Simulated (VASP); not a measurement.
# ZrS (R-3m) in VASP: notebook

ZrS is run at these levels: PBEsol; tasks: single point.

Everything below comes from runs of VASP 6.6.1. Logs are shortened: lines on timing, memory, paths and dates and some standing lists are left out, and cuts for length are marked.

### 1 The cell of the first run

Symmetry: R-3m, No. 166, trigonal system. Conventional cell: a = 3.580 Å, b = 3.580 Å, c = 9.318 Å, α = 90.00°, β = 90.00°, γ = 120.00°. Zr (site symmetry -3m) has 6 S at 2.59 Å within 3.4 Å. S (site symmetry -3m) has 6 Zr at 2.59 Å within 3.4 Å.

### 2 Single point, PBEsol (17.24 Å³/atom)

INCAR reads:

```
PREC = Accurate
ENCUT = 520
EDIFF = 1E-7
ISMEAR = 0
SIGMA = 0.15
LREAL = False
LASPH = True
NELM = 80
ALGO = Normal
ISIF = 2
LWAVE = False
LCHARG = True
GGA = PS
LELF = True
LVHAR = True
NBANDS = 16
```

KPOINTS reads:

```
regular mesh
0
Gamma
  16 16 16
```

POSCAR reads:

```
ZrS
1.0
    0.1054873011      2.6371825265      2.6371825265
    2.6371825265      0.1054873011      2.6371825265
    2.6371825265      2.6371825265      0.1054873011
Zr S
1 1
Direct
    0.0000000000      0.0000000000      0.0000000000
    0.5000000000      0.5000000000      0.5000000000
```

Potentials or basis: VASP PAW PBE potentials, release 64 (Zr_sv, S).

Run with:

```console
> cat potpaw_PBE.64/Zr_sv/POTCAR potpaw_PBE.64/S/POTCAR > POTCAR
> mpirun -np 1 vasp_std > vasp.out
```

OUTCAR:

```text
PREC = Accurate
   ENCUT = 520
   EDIFF = 1E-7
   ISMEAR = 0
   LREAL = False
   LASPH = True
   NELM = 80
   ISIF = 2
   GGA = PS

 ion  position               nearest neighbor table
   1  0.000  0.000  0.000-   2 2.59   2 2.59   2 2.59   2 2.59   2 2.59   2 2.59
   2  0.500  0.500  0.500-   1 2.59   1 2.59   1 2.59   1 2.59   1 2.59   1 2.59

  LATTYP: Found a trigonal (rhomboedric) cell.
 ALAT       =     3.7310308129
 COS(alpha) =     0.5395683453

  Lattice vectors:

 A1 = (   0.1054873011,   2.6371825265,   2.6371825265)
 A2 = (   2.6371825265,   0.1054873011,   2.6371825265)
 A3 = (   2.6371825265,   2.6371825265,   0.1054873011)

Analysis of symmetry for initial positions (statically):
=====================================================================
 Subroutine PRICEL returns:
 Original cell was already a primitive cell.

 Routine SETGRP: Setting up the symmetry group for a
 trigonal (rhombohedral) supercell.

 Subroutine GETGRP returns: Found 12 space group operations
 (whereof 12 operations were pure point group operations)
 out of a pool of 12 trial point group operations.

The static configuration has the point symmetry D_3d.

Analysis of symmetry for dynamics (positions and initial velocities):
=====================================================================
 Subroutine PRICEL returns:
 Original cell was already a primitive cell.

 Routine SETGRP: Setting up the symmetry group for a
 trigonal (rhombohedral) supercell.

 Subroutine GETGRP returns: Found 12 space group operations
 (whereof 12 operations were pure point group operations)
 out of a pool of 12 trial point group operations.

The dynamic configuration has the point symmetry D_3d.

 Subroutine INISYM returns: Found 12 space group operations
 (whereof 12 operations are pure point group operations),
 and found     1 'primitive' translations

----------------------------------------------------------------------------------------

                                     Primitive cell

  volume of cell :      34.4821

  direct lattice vectors                    reciprocal lattice vectors
     0.105487301  2.637182527  2.637182527    -0.201368599  0.193623653  0.193623653
     2.637182527  0.105487301  2.637182527     0.193623653 -0.201368599  0.193623653
     2.637182527  2.637182527  0.105487301     0.193623653  0.193623653 -0.201368599

  length of vectors
     3.731030813  3.731030813  3.731030813     0.339896383  0.339896383  0.339896383

  position of ions in fractional coordinates (direct lattice)
     0.000000000  0.000000000  0.000000000
     0.500000000  0.500000000  0.500000000

  ion indices of the primitive-cell ions
   primitive index   ion index
                 1           1
                 2           2

----------------------------------------------------------------------------------------

 KPOINTS: regular mesh

Automatic generation of k-mesh.
 Grid dimensions read from file:
 generate k-points for:   16   16   16

 Generating k-lattice:

  Cartesian coordinates                     Fractional coordinates (reciprocal lattice)
    -0.012585537  0.012101478  0.012101478     0.062500000  0.000000000  0.000000000
     0.012101478 -0.012585537  0.012101478     0.000000000  0.062500000  0.000000000
     0.012101478  0.012101478 -0.012585537     0.000000000  0.000000000  0.062500000

  Length of vectors
     0.021243524  0.021243524  0.021243524

  Shift w.r.t. Gamma in fractional coordinates (k-lattice)
     0.000000000  0.000000000  0.000000000

 Subroutine IBZKPT returns following result:
 ===========================================

 Found    417 irreducible k-points:

 Following reciprocal coordinates:
            Coordinates               Weight
  0.000000  0.000000  0.000000      1.000000
  0.062500  0.000000 -0.000000      6.000000
  0.125000  0.000000 -0.000000      6.000000
  0.187500 -0.000000 -0.000000      6.000000
  0.250000  0.000000 -0.000000      6.000000
  0.312500 -0.000000  0.000000      6.000000
[... 16 lines left out ...]
 -0.125000  0.062500  0.000000     12.000000
 -0.062500  0.062500  0.000000      6.000000
 [... further k-points ...]
   k-points           NKPTS =    417   k-points in BZ     NKDIM =    417   number of bands    NBANDS=     16
   number of dos      NEDOS =    301   number of ions     NIONS =      2
   total plane-waves  NPLWV =  21952
   dimension x,y,z NGX =    28 NGY =   28 NGZ =   28
   dimension x,y,z NGXF=    56 NGYF=   56 NGZF=   56
   ions per type =               1   1
   NGX,Y,Z   is equivalent  to a cutoff of  12.48, 12.48, 12.48 a.u.
   NGXF,Y,Z  is equivalent  to a cutoff of  24.95, 24.95, 24.95 a.u.
 SYSTEM =  unknown system
   PREC   = accura    normal or accurate (medium, high low for compatibility)
   ISTART =      0    job   : 0-new  1-cont  2-samecut
   ICHARG =      2    charge: 1-file 2-atom 10-const
   ISPIN  =      1    spin polarized calculation?
   LNONCOLLINEAR =      F non collinear calculations
   LSORBIT =      F    spin-orbit coupling
   LASPH  =      T    aspherical Exc in radial PAW
   ENCUT  =  520.0 eV  38.22 Ry    6.18 a.u.   6.94  6.94  6.94*2*pi/ulx,y,z
   NELM   =     80;   NELMIN=  2; NELMDL= -5     # of ELM steps
   EDIFF  = 0.1E-06   stopping-criterion for ELM
   LREAL  =      F    real-space projection
   EDIFFG = 0.1E-05   stopping-criterion for IOM
   NSW    =      0    number of steps for IOM
   IBRION =     -1    ionic relax: 0-MD 1-quasi-New 2-CG
   NFREE  =      0    steps in history (QN), initial steepest desc. (CG)
   ISIF   =      2    stress and relaxation
   ISYM   =      2    0-nonsym 1-usesym 2-fastsym
   POTIM  = 0.5000    time-step for ionic-motion
   TEBEG  =    0.0;   TEEND  =   0.0 temperature during run
   PSTRESS=    0.0 pullay stress
   NELECT =      18.0000    total number of electrons
   NUPDOWN=      -1.0000    fix difference up-down
   EMIN   =  10.00;   EMAX   =-10.00  energy-range for DOS
   EFERMI =   0.00;   METHOD = LEGACY
   ISMEAR =     0;   SIGMA  =   0.15  broadening in eV -4-tet -1-fermi 0-gaus
   EFERMI_NEDOS =   21; number of points for ismear=-14 and -15
   IALGO  =     38    algorithm
   IMIX   =      4    mixing-type and parameters
     AMIX     =   0.40;   BMIX     =  1.00
     AMIX_MAG =   1.60;   BMIX_MAG =  1.00
  volume/ion in A,a.u.               =      17.24       116.35
  Fermi-wavevector in a.u.,A,eV,Ry     =   1.318159  2.490960 23.640724  1.737544
  Thomas-Fermi vector in A             =   2.448149
   LORBIT       =      0    0 simple, 1 ext, 2 COOP (PROOUT), +10 PAW based schemes
   GGA     = PS    functional components
   LHFCALC =     F    Hartree Fock is set to
   AEXX    =    0.0000 exact exchange contribution
   IVDW    =     0    specifies the selected vdW correction
   LEPSILON=     F    determine dielectric tensor
   LRPA    =     F    only Hartree local field effects (RPA)
 non-spin polarized calculation
 Gauss-broadening in eV      SIGMA  =   0.15
  energy-cutoff  :      520.00
  volume of cell :       34.48
 maximum number of plane-waves:       960
   NGX = 13   NGY = 13   NGZ = 13

 number of electron      18.0000000 magnetization

 Free energy of the ion-electron system (eV)
  ---------------------------------------------------
  ext. energy  EPLUGINS =         0.00000000
  ---------------------------------------------------
  free energy    TOTEN  =       -16.50552516 eV

  energy without entropy =      -16.49122537  energy(sigma->0) =      -16.49837527

 E-fermi :  11.1888     XC(G=0): -11.6940

 val. band max:       11.1849961253   @ k =   0.2500   0.2500   0.1875
 cond. band min:      11.1939555338   @ k =  -0.2500   0.4375   0.1875
 fundamental gap:      0.0089594085
 Fermi energy:        11.1888337527

 k-point     1 :       0.0000    0.0000    0.0000
  band No.  band energies     occupation
      1     -38.5765      2.00000
      2     -16.6320      2.00000
      3     -16.5432      2.00000
      4     -16.5432      2.00000
      5      -4.8330      2.00000
      6       7.4520      2.00000
[... 8 lines left out ...]
     15      18.3764      0.00000
     16      23.8263      0.00000

 k-point     2 :       0.0625    0.0000   -0.0000
  band No.  band energies     occupation
      1     -38.5751      2.00000
      2     -16.6344      2.00000
      3     -16.5598      2.00000
      4     -16.5452      2.00000
      5      -4.7762      2.00000
      6       7.2188      2.00000
[... 8 lines left out ...]
     15      18.5760      0.00000
     16      23.5493      0.00000

 k-point     3 :       0.1250    0.0000   -0.0000
  band No.  band energies     occupation
      1     -38.5711      2.00000
      2     -16.6470      2.00000
      3     -16.6008      2.00000
      4     -16.5511      2.00000
      5      -4.6115      2.00000
      6       6.6695      2.00000
[... 8 lines left out ...]
     15      19.0970      0.00000
     16      22.6444      0.00000

 k-point     4 :       0.1875   -0.0000   -0.0000
  band No.  band energies     occupation
      1     -38.5651      2.00000
      2     -16.7002      2.00000
      3     -16.6264      2.00000
      4     -16.5598      2.00000
      5      -4.3557      2.00000
      6       5.8085      2.00000
[... 8 lines left out ...]
     15      19.5944      0.00000
     16      21.7248      0.00000
[... 324 lines left out ...]
 k-point    22 :      -0.1875    0.0625   -0.0000
  band No.  band energies     occupation
      1     -38.5615      2.00000
      2     -16.7287      2.00000
      3     -16.6352      2.00000
      4     -16.5716      2.00000
      5      -4.2182      2.00000
      6       5.3488      2.00000
[... 8 lines left out ...]
     15      19.7533      0.00000
     16      21.3642      0.00000

 k-point    23 :      -0.1250    0.0625    0.0000
  band No.  band energies     occupation
      1     -38.5679      2.00000
      2     -16.6541      2.00000
      3     -16.6287      2.00000
      4     -16.5607      2.00000
      5      -4.4904      2.00000
      6       6.1602      2.00000
[... 8 lines left out ...]
     15      19.4532      0.00000
     16      22.2693      0.00000

 k-point    24 :      -0.0625    0.0625    0.0000
  band No.  band energies     occupation
      1     -38.5727      2.00000
      2     -16.6336      2.00000
      3     -16.5892      2.00000
      4     -16.5514      2.00000
      5      -4.6832      2.00000
      6       6.8938      2.00000
[... 8 lines left out ...]
     15      18.9028      0.00000
     16      23.1419      0.00000

 [... further k-points ...]

------------------------ aborting loop because EDIFF is reached ----------------------------------------

  FORCE on cell =-STRESS in cart. coord.  units (eV):
  Direction    XX          YY          ZZ          XY          YZ          ZX
  --------------------------------------------------------------------------------------
  -------------------------------------------------------------------------------------
  Total        0.0408462      0.0408462      0.0408462     -0.2302698     -0.2302698     -0.2302698
  in kB        1.8978794      1.8978794      1.8978794    -10.6992762    -10.6992762    -10.6992762
  external PRESSURE =       1.8978794 kB  Pullay stress =       0.0000000 kB

 VOLUME and BASIS-vectors are now :
 -----------------------------------------------------------------------------
  energy-cutoff  :      520.00
  volume of cell :       34.48
      direct lattice vectors                 reciprocal lattice vectors
     0.105487301  2.637182527  2.637182527    -0.201368599  0.193623653  0.193623653
     2.637182527  0.105487301  2.637182527     0.193623653 -0.201368599  0.193623653
     2.637182527  2.637182527  0.105487301     0.193623653  0.193623653 -0.201368599

 POSITION                                       TOTAL-FORCE (eV/Angst)
 -----------------------------------------------------------------------------------
      0.00000      0.00000      0.00000        -0.000000      0.000000      0.000000
      2.68993      2.68993      2.68993         0.000000     -0.000000     -0.000000
 -----------------------------------------------------------------------------------
    total drift:                                0.000000      0.000000      0.000000

  FREE ENERGIE OF THE ION-ELECTRON SYSTEM (eV)
  ---------------------------------------------------
  free  energy   TOTEN  =       -16.5055251589 eV

  energy  without entropy=      -16.4912253723  energy(sigma->0) =      -16.49837527
```

Wall time 3.3 min (1 thread of Intel Xeon Platinum 8488C (Sapphire Rapids), shared host); peak memory 0.34 GiB.

What came out:

```
Free energy            : -16.5055 eV
Pressure               : 0.2 GPa
Band gap on the k mesh : zero (bands 9 and 10 overlap by 2.66 eV)
```

Levels at points of the mesh, in eV from the Fermi level:
```tsv
k point	band 7	band 8	band 9	band 10	band 11	band 12
(0.00, 0.00, 0.00)	-3.36	-3.36	-1.89	-1.24	-1.24	-0.68
(0.50, 0.00, 0.00)	-6.41	-6.01	1.10	1.89	1.96	2.31
(0.50, 0.50, 0.00)	-4.61	-4.29	-3.66	0.53	2.24	2.62
(0.50, 0.50, 0.50)	-5.81	-5.81	1.41	1.41	1.67	2.17
```

Caveat: the PAW data sets were made with another functional, which shifts forces and pressure a little.

### 3 Single point, PBEsol (17.24 Å³/atom)

INCAR reads:

```
ALGO = Normal
EDIFF = 1E-6
ENCUT = 520
GGA = PS
ISIF = 2
ISMEAR = 0
LASPH = True
LCHARG = False
LREAL = False
LWAVE = False
NBANDS = 16
NELM = 60
PREC = Accurate
SIGMA = 0.15
```

KPOINTS reads:

```
k-points
0
Gamma
  16 16 16
```

POSCAR reads:

```
ZrS
1.0
   -0.3045069643      2.4404476418      2.4404476418
    2.4404476418     -0.3045069643      2.4404476418
    2.4404476418      2.4404476418     -0.3045069643
Zr S
1 1
Direct
    0.0000000000      0.0000000000      0.0000000000
    0.5000000000      0.5000000000      0.5000000000
```

Potentials or basis: VASP PAW PBE potentials, release 64 (Zr_sv, S).

Run with:

```console
> cat potpaw_PBE.64/Zr_sv/POTCAR potpaw_PBE.64/S/POTCAR > POTCAR
> mpirun -np 1 vasp_std > vasp.out
```

Wall time 3 min (1 thread of Intel Xeon Platinum 8488C (Sapphire Rapids), shared host); peak memory 0.33 GiB.

It converged, with:

```yaml
Free_energy: -16.3891 eV
Pressure: 0.2 GPa
Band_gap_on_the_k_mesh: zero (bands 9 and 10 overlap by 3.62 eV)
```

Stress tensor (GPa, compression positive):
```
0.19 3.10 3.10
3.10 0.19 3.10
3.10 3.10 0.19
```

Levels at points of the mesh, in eV from the Fermi level:
```csv
k point,band 6,band 7,band 8,band 9,band 10,band 11,band 12,band 13
"(0.00, 0.00, 0.00)",-3.62,-3.62,-2.82,-2.11,-2.11,-0.39,-0.39,-0.20
"(0.50, 0.00, 0.00)",-8.24,-6.16,-4.99,0.49,0.75,2.35,3.22,5.11
"(0.50, 0.50, 0.00)",-6.33,-4.91,-3.75,-3.55,0.40,1.40,2.92,3.04
"(0.50, 0.50, 0.50)",-8.10,-6.82,-6.82,1.51,2.38,2.38,2.50,5.40
```

Caveat: the PAW data sets were made with another functional, which shifts forces and pressure a little.

### 4 Single point, PBEsol (17.24 Å³/atom)

INCAR, as its differences from that of step 3:

```diff
@@ -1,3 +1,3 @@
 ALGO = Normal
-EDIFF = 1E-6
+EDIFF = 1E-7
 ENCUT = 520
```

KPOINTS is that of step 3.

POSCAR reads:

```
ZrS
1.0
   -0.2049811028      2.4850596161      2.4850596161
    2.4850596161     -0.2049811028      2.4850596161
    2.4850596161      2.4850596161     -0.2049811028
Zr S
1 1
Direct
    0.0000000000      0.0000000000      0.0000000000
    0.5000000000      0.5000000000      0.5000000000
```

Run with:

```console
> cat potpaw_PBE.64/Zr_sv/POTCAR potpaw_PBE.64/S/POTCAR > POTCAR
> mpirun -np 1 vasp_std > vasp.out
```

Run time: 3.8 min. Hardware: 1 thread of Intel Xeon Platinum 8488C (Sapphire Rapids), shared host; peak memory 0.33 GiB.

The run converged. Its results:

| Item | Value |
| --- | --- |
| Free energy | -16.4603 eV |
| Pressure | 0.2 GPa |
| Band gap on the k mesh | zero (bands 9 and 10 overlap by 3.51 eV) |

Stress tensor (GPa, compression positive):
```
0.21 2.26 2.26
2.26 0.21 2.26
2.26 2.26 0.21
```

Levels at points of the mesh, in eV from the Fermi level:
```csv
k point,band 6,band 7,band 8,band 9,band 10,band 11,band 12,band 13
"(0.00, 0.00, 0.00)",-3.64,-3.64,-3.04,-1.91,-1.91,-0.58,-0.57,-0.57
"(0.50, 0.00, 0.00)",-8.25,-6.22,-5.42,0.85,1.04,2.16,2.81,5.36
"(0.50, 0.50, 0.00)",-6.33,-4.78,-4.03,-3.62,0.47,1.82,2.73,3.25
"(0.50, 0.50, 0.50)",-8.18,-6.65,-6.65,1.60,2.08,2.08,2.35,5.59
```

Caveat: the PAW data sets were made with another functional, which shifts forces and pressure a little.

### 5 Summary

| cell | gap on the mesh (eV) | pressure (GPa) |
| --- | --- | --- |
| a = 3.731 Å, angles 57.3°, 2 atoms | none | 0.2 |
| a = 3.465 Å, angles 68.1°, 2 atoms | none | 0.2 |
| a = 3.520 Å, angles 65.4°, 2 atoms | none | 0.2 |

Alike in all rows: task single point; level PBEsol; potentials or basis VASP PAW PBE potentials, release 64 (Zr_sv, S); no spin polarisation; k mesh 16 × 16 × 16; cutoff (eV) 520; smearing gaussian 0.15 eV.

Caveats: the PAW data sets were made with another functional, which shifts forces and pressure a little.

Absolute energies hang on the potentials; compare differences alone.
